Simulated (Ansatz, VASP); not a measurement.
## Pd: VASP beside Ansatz

File INCAR:

```
ALGO = Fast
EDIFF = 1E-7
ENCUT = 520
GGA = PE
ISIF = 2
ISMEAR = -1
LASPH = T
LCHARG = F
LREAL = F
LWAVE = F
NBANDS = 28
NELM = 60
PREC = Accurate
SIGMA = 0.05
```

Contents of KPOINTS:

```
k-points
0
Gamma
  11 11 3
```

File POSCAR:

```
Pd
1.0
    2.8167433005      0.0000000000      0.0000000000
   -1.4083716503      2.4393712543      0.0000000000
    0.0000000000      0.0000000000      9.2972315341
Pd
4
Direct
    0.6666666667      0.3333333333      0.7500000000
    0.0000000000      0.0000000000      0.5000000000
    0.3333333333      0.6666666667      0.2500000000
    0.0000000000      0.0000000000      0.0000000000
```

File input.yaml:

```yaml
crystal:
  lattice:
    - [2.8167433005, 0.0, 0.0]
    - [-1.4083716503, 2.4393712543, 0.0]
    - [0.0, 0.0, 9.2972315341]
  atoms:
    - { symbol: Pd, position: [0.6666666667, 0.3333333333, 0.75] }
    - { symbol: Pd, position: [0.0, 0.0, 0.5] }
    - { symbol: Pd, position: [0.3333333333, 0.6666666667, 0.25] }
    - { symbol: Pd, position: [0.0, 0.0, 0.0] }
hamiltonian:
  xc: pbe
  pseudopotentials: { kind: paw }
kpoints:
  mp_grid: { grid: [11, 11, 3] }
scf:
  occupations: { method: fermi_dirac, width: 0.05 }
output:
  forces: true
  stress: true
  eigenvalues: true
```

Alike in both runs: task single point; functional PBE; k mesh 11 × 11 × 3; occupations fermi-dirac, width 0.05 eV; no spin polarisation.

|  | VASP | Ansatz |
| --- | --- | --- |
| version | VASP 6.6.1 | Ansatz 0.2.0 |
| potentials or method | VASP PAW PBE potentials, release 64 (Pd) | Ansatz PAW |
| plane-wave cutoff (eV) | 520 | 420 |
| valence electrons in the cell | 40 | 72 |

Ansatz gave:

* gap on the k mesh at the Fermi level (eV): none
* pressure (GPa): -5.7
* traceless stress, the component that is largest in VASP (GPa): -0.24

Estimate VASP's values.

gap on the k mesh at the Fermi level (eV): none; pressure (GPa): -6.0; traceless stress, the component that is largest in VASP (GPa): -0.25.

A gap of «none» marks a metal or a gap that the smearing closes. VASP's potentials hold 40 valence electrons a cell and Ansatz's 72, so a difference there can come from the potentials and not from the codes.
